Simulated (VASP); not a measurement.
# MgO (kk07) (Fm-3m) in VASP: vibrations by perturbation theory with LDA

Aim: the vibrations by perturbation theory of MgO (kk07) with LDA.

Program: VASP 6.6.1. These are calculated values, not measurements. Logs are shortened: lines on timing, memory, paths and dates and some standing lists are left out, and cuts for length are marked.

**1. The cell of the first run**

The structure is cubic, space group Fm-3m (No. 225). The conventional cell has a = 4.161 Å, b = 4.161 Å, c = 4.161 Å, α = 90.00°, β = 90.00°, γ = 90.00°. Within 2.8 Å of Mg (site symmetry m-3m) lie 6 O at 2.08 Å. O (site symmetry m-3m) has 6 Mg at 2.08 Å within 2.8 Å.

**2. Vibrations by perturbation theory, LDA**

File INCAR:

```
SYSTEM = MgO
  PREC = Accurate
  ENCUT = 520
  EDIFF = 1E-8
  ISMEAR = 0
  SIGMA = 0.01
  LREAL = .False.
  LASPH = .True.
  NELM = 80
  ALGO = Normal
  ISIF = 2
  LWAVE = .False.
  LCHARG = .True.
  GGA = CA
  IBRION = 8
  NSW = 1
  LEPSILON = .True.
```

File KPOINTS:

```
regular mesh
0
Gamma
  14 14 14
  0 0 0
```

File POSCAR:

```
MgO
1.0
    0.0000000000      2.0803345378      2.0803345378
    2.0803345378      0.0000000000      2.0803345378
    2.0803345378      2.0803345378      0.0000000000
Mg O
1 1
Direct
    0.0000000000      0.0000000000      0.0000000000
    0.5000000000      0.5000000000      0.5000000000
```

Potentials or basis: VASP PAW LDA potentials, release 64 (Mg, O).

On the command line:

```console
cat potpaw_LDA.64/Mg/POTCAR potpaw_LDA.64/O/POTCAR > POTCAR
mpirun -np 1 vasp_std > vasp.out
```

OUTCAR:

```text
SYSTEM = MgO
   PREC = Accurate
   ENCUT = 520
   EDIFF = 1E-8
   ISMEAR = 0
   LREAL = .False.
   LASPH = .True.
   NELM = 80
   ISIF = 2
   GGA = CA
   IBRION = 8
   NSW = 1
   LEPSILON = .True.

 ion  position               nearest neighbor table
   1  0.000  0.000  0.000-   2 2.08   2 2.08   2 2.08   2 2.08   2 2.08   2 2.08
   2  0.500  0.500  0.500-   1 2.08   1 2.08   1 2.08   1 2.08   1 2.08   1 2.08

  LATTYP: Found a face centered cubic cell.
 ALAT       =     4.1606690756

  Lattice vectors:

 A1 = (   0.0000000000,   2.0803345378,   2.0803345378)
 A2 = (   2.0803345378,   0.0000000000,   2.0803345378)
 A3 = (   2.0803345378,   2.0803345378,   0.0000000000)

Analysis of symmetry for initial positions (statically):
=====================================================================
 Subroutine PRICEL returns:
 Original cell was already a primitive cell.

 Routine SETGRP: Setting up the symmetry group for a
 face centered cubic supercell.

 Subroutine GETGRP returns: Found 48 space group operations
 (whereof 48 operations were pure point group operations)
 out of a pool of 48 trial point group operations.

The static configuration has the point symmetry O_h .

Analysis of symmetry for dynamics (positions and initial velocities):
=====================================================================
 Subroutine PRICEL returns:
 Original cell was already a primitive cell.

 Routine SETGRP: Setting up the symmetry group for a
 face centered cubic supercell.

 Subroutine GETGRP returns: Found 48 space group operations
 (whereof 48 operations were pure point group operations)
 out of a pool of 48 trial point group operations.

The dynamic configuration has the point symmetry O_h .

 Subroutine INISYM returns: Found 48 space group operations
 (whereof 48 operations are pure point group operations),
 and found     1 'primitive' translations

----------------------------------------------------------------------------------------

                                     Primitive cell

  volume of cell :      18.0065

  direct lattice vectors                    reciprocal lattice vectors
     0.000000000  2.080334538  2.080334538    -0.240345959  0.240345959  0.240345959
     2.080334538  0.000000000  2.080334538     0.240345959 -0.240345959  0.240345959
     2.080334538  2.080334538  0.000000000     0.240345959  0.240345959 -0.240345959

  length of vectors
     2.942037318  2.942037318  2.942037318     0.416291413  0.416291413  0.416291413

  position of ions in fractional coordinates (direct lattice)
     0.000000000  0.000000000  0.000000000
     0.500000000  0.500000000  0.500000000

  ion indices of the primitive-cell ions
   primitive index   ion index
                 1           1
                 2           2

----------------------------------------------------------------------------------------

 KPOINTS: regular mesh

Automatic generation of k-mesh.
 Grid dimensions read from file:
 generate k-points for:   14   14   14

[... 414 lines left out ...]
 ------------------------------------------------------

 Free energy of the ion-electron system (eV)
  ---------------------------------------------------
  ---------------------------------------------------
  free energy    TOTEN  =        -0.11206083 eV

  energy without entropy =       -0.11206083

------------------------ aborting loop because EDIFF is reached ----------------------------------------

--------------------------------------- Ionic step        2  -------------------------------------------

------------------------ aborting loop because EDIFF is reached ----------------------------------------

--------------------------------------- Ionic step        3  -------------------------------------------

------------------------ aborting loop because EDIFF is reached ----------------------------------------

 PIEZOELECTRIC TENSOR FIELD DIRECTION 3  (e Angst)
 -----------------------------------------------------------------------------
    -0.00018  0.00000  0.00000           ( -0.00001  0.00000 -0.00000)
     0.00000 -0.00018 -0.00000           (  0.00000 -0.00001  0.00000)
    -0.00000 -0.00000 -0.00013           ( -0.00000  0.00000 -0.00001)

 PIEZOELECTRIC TENSOR FIELD DIRECTION 3  (C/m^2)
 -----------------------------------------------------------------------------
    -0.00016  0.00000  0.00000
     0.00000 -0.00016 -0.00000
    -0.00000 -0.00000 -0.00012

--------------------------------------- Ionic step        4  -------------------------------------------

------------------------ aborting loop because EDIFF is reached ----------------------------------------

[... ionic steps 5 to 6 ...]

--------------------------------------- Ionic step        7  -------------------------------------------

 Free energy of the ion-electron system (eV)
  ---------------------------------------------------
  ---------------------------------------------------
  free energy    TOTEN  =        -0.35241432 eV

  energy without entropy =       -0.35241432

------------------------ aborting loop because EDIFF is reached ----------------------------------------

 INTERNAL STRAIN TENSOR  FOR ION    2  DIRECTION 1   (eV/Angst):
 -----------------------------------------------------------------------------
    -0.00425  0.00000  0.00000
    -0.00000  0.00698  0.00000
     0.00000  0.00000  0.00698

 MACROSCOPIC STATIC DIELECTRIC TENSOR (including local field effects in DFT)
 ------------------------------------------------------
           3.104982    -0.000000     0.000000
          -0.000000     3.104982    -0.000000
          -0.000000     0.000000     3.104982
 ------------------------------------------------------

 PIEZOELECTRIC TENSOR (including local field effects)  for field in x, y, z        (e  Angst)
          XX          YY          ZZ          XY          YZ          ZX
  --------------------------------------------------------------------------------
  x     0.00000     0.00000     0.00000     0.00000     0.00000     0.00000
  y     0.00000     0.00000     0.00000     0.00000     0.00000     0.00000
  z     0.00000     0.00000     0.00000     0.00000     0.00000     0.00000

 PIEZOELECTRIC TENSOR (including local field effects)  for field in x, y, z        (C/m^2)
          XX          YY          ZZ          XY          YZ          ZX
  --------------------------------------------------------------------------------
  x     0.00000     0.00000     0.00000     0.00000     0.00000     0.00000
  y     0.00000     0.00000     0.00000     0.00000     0.00000     0.00000
  z     0.00000     0.00000     0.00000     0.00000     0.00000     0.00000

 BORN EFFECTIVE CHARGES (including local field effects) (in |e|, cummulative output)
 ---------------------------------------------------------------------------------
 ion    1
    1     1.95300     0.00000    -0.00000
    2     0.00000     1.95300     0.00000
    3    -0.00000    -0.00000     1.95300
 ion    2
    1    -1.95300    -0.00000     0.00000
    2    -0.00000    -1.95300    -0.00000
    3     0.00000     0.00000    -1.95300

 INTERNAL STRAIN TENSOR FOR ION    2 for displacements in x,y,z  (eV/Angst):
          X           Y           Z          XY          YZ          ZX
  --------------------------------------------------------------------------------
  x     0.00000     0.00000     0.00000     0.00000     0.00000     0.00000
  y     0.00000     0.00000     0.00000     0.00000     0.00000     0.00000
  z     0.00000     0.00000     0.00000     0.00000     0.00000     0.00000

 SECOND DERIVATIVES (NOT SYMMETRIZED)
 ------------------------------------
               1X          1Y          1Z          2X          2Y          2Z
  1X    -6.060682    0.000000    0.000000    6.060682    0.000000    0.000000
  1Y     0.000000   -6.060682    0.000000    0.000000    6.060682    0.000000
  1Z     0.000000    0.000000   -6.060682    0.000000    0.000000    6.060682
  2X     6.069775    0.000000    0.000000   -6.069775    0.000000    0.000000
  2Y     0.000000    6.069775    0.000000    0.000000   -6.069775    0.000000
  2Z     0.000000    0.000000    6.069775    0.000000    0.000000   -6.069775

 Eigenvectors and eigenvalues of the dynamical matrix
 ----------------------------------------------------

   1 f  =   12.395942 THz    77.886003 2PiTHz  413.484128 cm-1    51.265475 meV
             X         Y         Z           dx          dy          dz
      0.000000  0.000000  0.000000     0.629773    0.000000    0.000000
      2.080335  2.080335  2.080335    -0.776779    0.000000    0.000000
[... 21 lines left out ...]
   6 f/i=    0.004546 THz     0.028560 2PiTHz    0.151622 cm-1     0.018799 meV
             X         Y         Z           dx          dy          dz
      0.000000  0.000000  0.000000    -0.000027   -0.142071   -0.763676
      2.080335  2.080335  2.080335    -0.000022   -0.115184   -0.619150

--------------------------------------------------------------------------------------------------------

 MACROSCOPIC STATIC DIELECTRIC TENSOR IONIC CONTRIBUTION
 ------------------------------------------------------
           6.319682     0.000000     0.000000
           0.000000     6.319682     0.000000
           0.000000     0.000000     6.319682
 ------------------------------------------------------

 ELASTIC MODULI CONTR FROM IONIC RELAXATION (kBar)
 Direction    XX          YY          ZZ          XY          YZ          ZX
 --------------------------------------------------------------------------------
 XX           0.0000      0.0000      0.0000      0.0000      0.0000      0.0000
 YY           0.0000      0.0000      0.0000      0.0000      0.0000      0.0000
 ZZ           0.0000      0.0000      0.0000      0.0000      0.0000      0.0000
 XY           0.0000      0.0000      0.0000      0.0000      0.0000      0.0000
 YZ           0.0000      0.0000      0.0000      0.0000      0.0000      0.0000
 ZX           0.0000      0.0000      0.0000      0.0000      0.0000      0.0000
 --------------------------------------------------------------------------------

 PIEZOELECTRIC TENSOR IONIC CONTR  for field in x, y, z        (C/m^2)
          XX          YY          ZZ          XY          YZ          ZX
  --------------------------------------------------------------------------------
  x     0.00000     0.00000     0.00000     0.00000     0.00000     0.00000
  y     0.00000     0.00000     0.00000     0.00000     0.00000     0.00000
  z     0.00000     0.00000     0.00000     0.00000     0.00000     0.00000
```

Wall time 2.8 min (1 thread of AMD EPYC 9R14 (Zen 4), shared host); peak memory 0.21 GiB.

Results:

```yaml
Electronic_dielectric_tensor_diagonal: 3.10
Born_charges_mean_of_the_diagonal: Mg +1.95; O -1.95 e
Highest_phonon_frequency_at_Γ_LO-TO_splitting_left_out: 413 cm⁻¹
```

Phonon frequencies in cm⁻¹ (negative: imaginary):
| q point | frequencies |
| --- | --- |
| (0.000, 0.000, 0.000) | 0 0 0 413 413 413 |

Electronic dielectric tensor:
```
3.10 0.00 0.00
0.00 3.10 0.00
0.00 0.00 3.10
```

Born effective charge tensors (e):
atom 1, Mg
```
1.95 0.00 0.00
0.00 1.95 0.00
0.00 0.00 1.95
```
atom 2, O
```
-1.95  0.00  0.00
 0.00 -1.95  0.00
 0.00  0.00 -1.95
```

Caveat: the cell wasn't relaxed at this level first, which shifts response properties.
